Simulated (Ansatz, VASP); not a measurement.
Al4B2Te3 in VASP and in Ansatz

```xyz
9
Lattice="9.1560 0.0000 0.0000 -4.5780 7.9293 0.0000 0.0000 0.0000 4.7350" Properties=species:S:1:pos:R:3 pbc="T T T"
Al    0.0000    5.2862    2.3675
Al    4.5780    2.6431    2.3675
Al    0.0000    5.2862    0.0000
Al    4.5780    2.6431    0.0000
B     0.0000    0.0000    2.3675
B     0.0000    0.0000    0.0000
Te    4.5780    0.0000    2.3675
Te   -2.2890    3.9647    2.3675
Te    2.2890    3.9647    2.3675
```

Alike in both runs: functional PBE; k mesh 3 × 3 × 4; occupations gaussian, width 0.1 eV; no spin polarisation.

Ansatz relaxed the structure, and its values are those at the end. VASP's run is a single point on that final structure, the one shown.

```csv
,VASP,Ansatz
version,VASP 6.6.1,Ansatz 0.2.0
potentials or method,"VASP PAW PBE potentials, release 64 (Al, B, Te), cutoff 520 eV","scalar-relativistic, plane waves, PAW"
valence electrons in the cell,36,66
```

|  | VASP | Ansatz | Ansatz less VASP |
| --- | --- | --- | --- |
| gap on the k mesh at the Fermi level (eV) | none | none | - |
| pressure (GPa) | 0.2 | 0.2 | -0.01 |

A gap of «none» marks a metal or a gap that the smearing closes. With one functional, cell and mesh, what is left measures potentials, basis and numerics. VASP's potentials hold 36 valence electrons a cell and Ansatz's 66, so a difference there can come from the potentials and not from the codes.

Spin-orbit coupling is off throughout.
